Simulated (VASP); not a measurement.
# Sb (P6_3/mmc) in VASP: a series of runs, part 2 of 2

VASP 6.6.1. The steps go on from the part before.

## 5. Relaxation of cell and atoms, PBEsol, target pressure 20 GPa, at which the enthalpy is minimised

File INCAR:

```
SYSTEM = Sb
PREC = Accurate ; ENCUT = 600
EDIFF = 1E-6 ; ISMEAR = -1
SIGMA = 0.05 ; LREAL = .False.
LASPH = .True. ; NELM = 100
ALGO = Normal ; ISIF = 3
LWAVE = .False. ; LCHARG = .False.
GGA = PS ; IBRION = 2
NSW = 80 ; EDIFFG = -0.01
PSTRESS = 200.0
```

File KPOINTS:

```
Automatic mesh
0
Gamma
  9 9 5
  0 0 0
```

File POSCAR:

```
Sb
1.0
    3.3545324186      0.0000000000      0.0000000000
   -1.6772662093      2.9051102923      0.0000000000
    0.0000000000      0.0000000000      5.4701606500
Sb
2
Direct
    0.6666666667      0.3333333333      0.7500000000
    0.3333333333      0.6666666667      0.2500000000
```

Potentials or basis: VASP PAW PBE potentials, release 64 (Sb).

Run with:

```
cat potpaw_PBE.64/Sb/POTCAR > POTCAR
mpirun -np 1 vasp_std > vasp.out
```

OUTCAR:

```text
SYSTEM = Sb
   PREC = Accurate
   ENCUT = 600
   EDIFF = 1E-6
   ISMEAR = -1
   LREAL = .False.
   LASPH = .True.
   NELM = 100
   ISIF = 3
   GGA = PS
   IBRION = 2
   NSW = 80
   EDIFFG = -0.01
   PSTRESS = 200.0

 ion  position               nearest neighbor table
   1  0.667  0.333  0.750-   2 3.35   2 3.35   2 3.35   2 3.35   2 3.35   2 3.35
   2  0.333  0.667  0.250-   1 3.35   1 3.35   1 3.35   1 3.35   1 3.35   1 3.35

  LATTYP: Found a hexagonal cell.
 ALAT       =     3.3545324186
 C/A-ratio  =     1.6306775334

  Lattice vectors:

 A1 = (   3.3545324186,   0.0000000000,   0.0000000000)
 A2 = (  -1.6772662093,   2.9051102923,   0.0000000000)
 A3 = (   0.0000000000,   0.0000000000,   5.4701606500)

Analysis of symmetry for initial positions (statically):
=====================================================================
 Subroutine PRICEL returns:
 Original cell was already a primitive cell.

 Routine SETGRP: Setting up the symmetry group for a
 hexagonal supercell.

 Subroutine GETGRP returns: Found 24 space group operations
 (whereof 12 operations were pure point group operations)
 out of a pool of 24 trial point group operations.

The static configuration has the point symmetry D_3d.
 The point group associated with its full space group is D_6h.

Analysis of symmetry for dynamics (positions and initial velocities):
=====================================================================
 Subroutine PRICEL returns:
 Original cell was already a primitive cell.

 Routine SETGRP: Setting up the symmetry group for a
 hexagonal supercell.

 Subroutine GETGRP returns: Found 24 space group operations
 (whereof 12 operations were pure point group operations)
 out of a pool of 24 trial point group operations.

The dynamic configuration has the point symmetry D_3d.
 The point group associated with its full space group is D_6h.

 Subroutine INISYM returns: Found 24 space group operations
 (whereof 12 operations are pure point group operations),
 and found     1 'primitive' translations

----------------------------------------------------------------------------------------

[... 98 lines left out ...]
   ISIF   =      3    stress and relaxation
   ISYM   =      2    0-nonsym 1-usesym 2-fastsym
   POTIM  = 0.5000    time-step for ionic-motion
   TEBEG  =    0.0;   TEEND  =   0.0 temperature during run
   PSTRESS=  200.0 pullay stress
   NELECT =      10.0000    total number of electrons
   NUPDOWN=      -1.0000    fix difference up-down
   EMIN   =  10.00;   EMAX   =-10.00  energy-range for DOS
   EFERMI =   0.00;   METHOD = LEGACY
   ISMEAR =    -1;   SIGMA  =   0.05  broadening in eV -4-tet -1-fermi 0-gaus
   EFERMI_NEDOS =   21; number of points for ismear=-14 and -15
   IALGO  =     38    algorithm
   IMIX   =      4    mixing-type and parameters
     AMIX     =   0.40;   BMIX     =  1.00
     AMIX_MAG =   1.60;   BMIX_MAG =  1.00
  volume/ion in A,a.u.               =      26.65       179.87
  Fermi-wavevector in a.u.,A,eV,Ry     =   0.937152  1.770960 11.949364  0.878253
  Thomas-Fermi vector in A             =   2.064234
   LORBIT       =      0    0 simple, 1 ext, 2 COOP (PROOUT), +10 PAW based schemes
   GGA     = PS    functional components
   LHFCALC =     F    Hartree Fock is set to
   AEXX    =    0.0000 exact exchange contribution
   IVDW    =     0    specifies the selected vdW correction
   LEPSILON=     F    determine dielectric tensor
   LRPA    =     F    only Hartree local field effects (RPA)
 conjugate gradient relaxation of ions
 non-spin polarized calculation
  energy-cutoff  :      600.00
  volume of cell :       53.31
 maximum number of plane-waves:      1798
 NGX is ok and might be reduce to    28
   NGX = 13   NGY = 13   NGZ = 21

--------------------------------------- Ionic step        1  -------------------------------------------

 number of electron      10.0000000 magnetization

 Free energy of the ion-electron system (eV)
  ---------------------------------------------------
  ext. energy  EPLUGINS =         0.00000000
  ---------------------------------------------------
  free energy    TOTEN  =        -8.68227679 eV

  energy without entropy =       -8.67027977  energy(sigma->0) =       -8.67627828

 E-fermi :   8.4085     XC(G=0): -10.3774

 val. band max:        8.3818497465   @ k =   0.4444   0.1111   0.0000
 cond. band min:       8.4281965749   @ k =   0.2222   0.0000   0.4000
 fundamental gap:      0.0463468283
 Fermi energy:         8.4085013297

 k-point     1 :       0.0000    0.0000    0.0000
  band No.  band energies     occupation
      1      -4.5096      2.00000
      2      -0.6793      2.00000
      3       2.6146      2.00000
      4      12.1120      0.00000
      5      12.1120      0.00000
      6      13.7572      0.00000
      7      13.7572      0.00000
      8      14.0015      0.00000
      9      16.2372      0.00000
[... 503 lines left out ...]
--------------------------------------- Ionic step        7  -------------------------------------------

 number of electron      10.0000000 magnetization

 Free energy of the ion-electron system (eV)
  ---------------------------------------------------
  ext. energy  EPLUGINS =         0.00000000
  ---------------------------------------------------
  free energy    TOTEN  =        -8.22709673 eV

  energy without entropy =       -8.21913685  energy(sigma->0) =       -8.22311679

 E-fermi :  11.5089     XC(G=0): -11.3212

 val. band max:       11.4960983635   @ k =   0.3333   0.0000   0.0000
 cond. band min:      11.5285271258   @ k =   0.3333   0.0000   0.4000
 fundamental gap:      0.0324287623
 Fermi energy:        11.5088674855

 k-point     1 :       0.0000    0.0000    0.0000
  band No.  band energies     occupation
      1      -3.3330      2.00000
      2       1.8954      2.00000
      3       4.1974      2.00000
      4      16.1672      0.00000
      5      16.1672      0.00000
      6      18.2859      0.00000
      7      18.2859      0.00000
      8      19.0092      0.00000
      9      20.2423      0.00000
[... 309 lines left out ...]
  energy  without entropy=       -8.2191368532  energy(sigma->0) =       -8.22311679

  enthalpy is  TOTEN    =        -2.8441572545 eV   P V=        5.3829394736

 reached required accuracy - stopping structural energy minimisation
```

CONTCAR:

```text
Sb
   1.00000000000000
     3.1321676949871406   -0.0000000000000000   -0.0000000000000000
    -1.5660838474935703    2.7125367927426978   -0.0000000000000000
     0.0000000000000000    0.0000000000000000    5.0755071008173713
  Sb
     2
Direct
     0.6666666667000030    0.3333333332999970    0.7500000000000000
     0.3333333332999970    0.6666666667000030    0.2500000000000000

  0.00000000E+00  0.00000000E+00  0.00000000E+00
  0.00000000E+00  0.00000000E+00  0.00000000E+00
```

Wall time 60 s (1 thread of AMD EPYC 7R13 (Zen 3), shared host); peak memory 0.18 GiB.

Results:

| Property | Result |
| --- | --- |
| Free energy | -8.2271 eV |
| Relaxed volume | 21.56 Å³/atom |
| Relaxed cell | a = 3.132 Å, b = 3.132 Å, c = 5.076 Å, α = 90.00°, β = 90.00°, γ = 120.00° |
| Space group after relaxing (to 0.05 Å) | P6_3/mmc (No. 194) |
| Energy change on relaxing (the enthalpy is what falls) | +227.6 meV/atom |
| Ionic steps | 7 |
| Pressure after relaxing | 20.0 GPa |
| Band gap on the k mesh | zero (band 5 reaches 16.92 eV, above the bottom of band 6 at 7.97 eV) |

The path:
| step | energy change (eV) | largest force (eV/Å) | pressure (GPa) | volume (Å³) |
| --- | --- | --- | --- | --- |
| 1 | 0.0000 | 0.0000 | -1.63 | 53.31 |
| 2 | 5.5632 | 0.0000 | 137.43 | 30.09 |
| 3 | 0.3473 | 0.0000 | 16.92 | 44.06 |
| 4 | 0.4122 | 0.0000 | 18.80 | 43.48 |
| 5 | 0.4551 | 0.0000 | 20.04 | 43.13 |
| 6 | 0.4552 | 0.0000 | 20.02 | 43.12 |
| 7 | 0.4552 | 0.0000 | 20.02 | 43.12 |

Final structure:
```yaml
crystal:
  lattice:
    - [3.13217, 0.00000, 0.00000]
    - [-1.56608, 2.71254, 0.00000]
    - [0.00000, 0.00000, 5.07551]
  atoms:
    - { symbol: Sb, position: [0.66667, 0.33333, 0.75000] }
    - { symbol: Sb, position: [0.33333, 0.66667, 0.25000] }
```

Caveat: the cell is relaxed towards a set pressure, so the enthalpy falls and the energy may rise; the volume moved by over 15 % at a fixed basis, so the end points are rough; the PAW data sets were made with another functional, which shifts forces and pressure a little; spin-orbit coupling is left out, which moves the levels of the heavy elements.

## 6. Relaxation of cell and atoms, PBEsol, target pressure 30 GPa, at which the enthalpy is minimised

File INCAR:

```
PREC = Accurate
ENCUT = 600
EDIFF = 1E-7
ISMEAR = -1
SIGMA = 0.05
LREAL = F
LASPH = T
NELM = 100
ALGO = Normal
ISIF = 3
LWAVE = F
LCHARG = F
GGA = PS
IBRION = 2
NSW = 80
EDIFFG = -0.01
PSTRESS = 300.0
```

File KPOINTS:

```
Automatic mesh
0
Gamma
  9 9 5
```

POSCAR is that of step 5.

Potentials or basis: VASP PAW PBE potentials, release 64 (Sb).

Run with:

```
cat potpaw_PBE.64/Sb/POTCAR > POTCAR
mpirun -np 1 vasp_std > vasp.out
```

It took 94 s on 1 thread of AMD EPYC 7R13 (Zen 3), shared host; peak memory 0.18 GiB.

It converged, with:

- Free energy: -7.8485 eV
- Relaxed volume: 20.34 Å³/atom
- Relaxed cell: a = 3.076 Å, b = 3.076 Å, c = 4.965 Å, α = 90.00°, β = 90.00°, γ = 120.00°
- Space group after relaxing (to 0.05 Å): P6_3/mmc (No. 194)
- Energy change on relaxing (the enthalpy is what falls): +416.9 meV/atom
- Ionic steps: 10
- Pressure after relaxing: 30.0 GPa
- Band gap on the k mesh: zero (band 5 reaches 18.20 eV, above the bottom of band 6 at 8.67 eV)

The path:
```tsv
step	energy change (eV)	largest force (eV/Å)	pressure (GPa)	volume (Å³)
1	0.0000	0.0000	-1.62	53.31
2	18.3262	0.0000	441.68	22.15
3	0.4921	0.0000	21.09	42.84
4	0.6373	0.0000	24.99	41.83
5	0.8407	0.0000	30.24	40.64
6	0.7979	0.0000	29.17	40.87
7	0.8011	0.0000	29.16	40.85
8	0.8001	0.0000	29.15	40.85
9	0.9017	0.0000	31.72	40.32
10	0.8338	0.0000	30.01	40.67
```

Final structure:
```
Sb
1.0
     3.07554    0.00000    0.00000
    -1.53777    2.66349    0.00000
     0.00000    0.00000    4.96499
Sb
2
Direct
  0.66667 0.33333 0.75000
  0.33333 0.66667 0.25000
```

Levels at points of the mesh, in eV from the Fermi level:
```csv
k point,band 1,band 2,band 3,band 4,band 5,band 6,band 7,band 8,band 9
"(0.00, 0.00, 0.00)",-15.47,-9.78,-7.78,4.90,4.90,7.13,7.13,8.13,8.92
```

Caveat: the cell is relaxed towards a set pressure, so the enthalpy falls and the energy may rise; the volume moved by over 15 % at a fixed basis, so the end points are rough; the PAW data sets were made with another functional, which shifts forces and pressure a little; spin-orbit coupling is left out, which moves the levels of the heavy elements.

## 7. Summary

```csv
cell,gap on the mesh (eV),pressure (GPa)
relaxed,none,0.0
relaxed to 5 GPa,none,5.0
relaxed to 10 GPa,none,10.0
relaxed to 20 GPa,none,20.0
relaxed to 30 GPa,none,30.0
```

Alike in all rows: task relaxation of cell and atoms; level PBEsol; potentials or basis VASP PAW PBE potentials, release 64 (Sb); no spin polarisation; k mesh 9 × 9 × 5; cutoff (eV) 600; smearing fermi-dirac 0.05 eV.

Caveats: the PAW data sets were made with another functional, which shifts forces and pressure a little; spin-orbit coupling is left out, which moves the levels of the heavy elements; the cell is relaxed towards a set pressure, so the enthalpy falls and the energy may rise (some runs); the volume moved by over 15 % at a fixed basis, so the end points are rough (some runs).

Absolute energies hang on the potentials; compare differences alone.
